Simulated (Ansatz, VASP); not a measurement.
One calculation of ZrB2, two programs

```
Zr B
1.0
     3.09170    0.00000    0.00000
    -1.54585    2.67749    0.00000
     0.00000    0.00000    3.38990
Zr B
1 2
Direct
  0.00000 0.00000 0.00000
  0.33333 0.66667 0.50000
  0.66667 0.33333 0.50000
```

Alike in both runs: task single point; functional PBEsol; k mesh 15 × 15 × 12; occupations gaussian, width 0.15 eV; no spin polarisation.

```csv
,VASP,Ansatz
version,VASP 6.6.1,Ansatz 0.2.0
potentials or method,"VASP PAW PBE potentials, release 64 (Zr_sv, B), cutoff 520 eV","scalar-relativistic, plane waves, PAW"
valence electrons in the cell,18,18
```

|  | VASP | Ansatz | Ansatz less VASP |
| --- | --- | --- | --- |
| gap on the k mesh at the Fermi level (eV) | none | none | - |
| pressure (GPa) | 21.8 | 21.4 | -0.47 |
| traceless stress, the component that is largest in VASP (GPa) | 2.63 | 2.63 | -0.002 |

VASP's potentials were made for PBE, not for PBEsol. A gap of «none» marks a metal or a gap that the smearing closes. The functional is the same, so the differences come from potentials, cutoffs and numerics.
